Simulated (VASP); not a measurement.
Runs of VASP 6.6.1 on ZnS. The structure is that of space group F-43m (No. 216), or close to it. The cells are those of the table. 

| task | level | cell | k mesh | cutoff (eV) | grid for exact exchange (PRECFOCK) | share of exact exchange | gap on the mesh (eV) | pressure (GPa) |
| --- | --- | --- | --- | --- | --- | --- | --- | --- |
| single point | PBEsol | a = 3.757 Å, angles 60.0°, 2 atoms | 9 × 9 × 9 | 500 | - | - | 2.20 | 2.2 |
| relaxation of cell and atoms | PBEsol | relaxed to 20 GPa from a = 3.821 Å, angles 60.0°, 2 atoms | 9 × 9 × 9 | 500 | - | - | 2.79 | 20.0 |
| relaxation of cell and atoms | PBE0 | relaxed from a = 3.821 Å, angles 60.0°, 2 atoms | 5 × 5 × 5 | 600 | Normal | 0.25 | (b) | 0.0 |
| single point | PBEsol | a = 3.510 Å, angles 60.0°, 2 atoms | 9 × 9 × 9 | 500 | - | - | 2.62 | 30.4 |
| single point | PBEsol | a = 3.787 Å, angles 60.0°, 2 atoms | 9 × 9 × 9 | 500 | - | - | 2.09 | (a) |
| relaxation of cell and atoms | PBEsol | relaxed to 2 GPa from a = 3.821 Å, angles 60.0°, 2 atoms | 9 × 9 × 9 | 500 | - | - | 2.19 | 2.0 |
| single point | PBEsol | a = 3.860, b = 3.860, c = 3.898 Å, angles 59.7, 59.7, 60.7°, 2 atoms | 7 × 7 × 7 | 500 | - | - | 1.76 | -4.4 |
| single point | PBEsol | a = 3.576 Å, angles 60.0°, 2 atoms | 9 × 9 × 9 | 500 | - | - | 2.79 | 20.3 |
| single point | PBEsol | a = 3.662 Å, angles 60.0°, 2 atoms | 9 × 9 × 9 | 500 | - | - | 2.55 | 10.2 |
| single point | PBE0 | a = 3.821 Å, angles 60.0°, 2 atoms | 6 × 6 × 6 | 520 | Normal | 0.25 | 4.01 | 0.6 |
| single point | PBEsol | a = 3.718 Å, angles 60.0°, 2 atoms | 9 × 9 × 9 | 500 | - | - | 2.34 | (c) |
| single point | PBEsol | a = 3.746, b = 3.746, c = 3.668 Å, angles 60.7, 60.7, 58.6°, 2 atoms | 7 × 7 × 7 | 500 | - | - | 2.28 | 5.1 |

Alike in all rows: potentials or basis VASP PAW PBE potentials, release 64 (Zn, S); no spin polarisation; smearing fermi-dirac 0.05 eV.

Question: Estimate the missing entries.

Answer: (a) 0.2; (b) 3.99; (c) 5.2.

Caveats: the PAW data sets were made with another functional, which shifts forces and pressure a little; the cell stands under pressure (at least some runs); an odd mesh through Γ misses points on the zone boundary, where band edges can lie (at least some runs); the cell is relaxed towards a set pressure, so the run minimises the enthalpy, not the energy (at least some runs); the cell stands under tension (at least some runs).
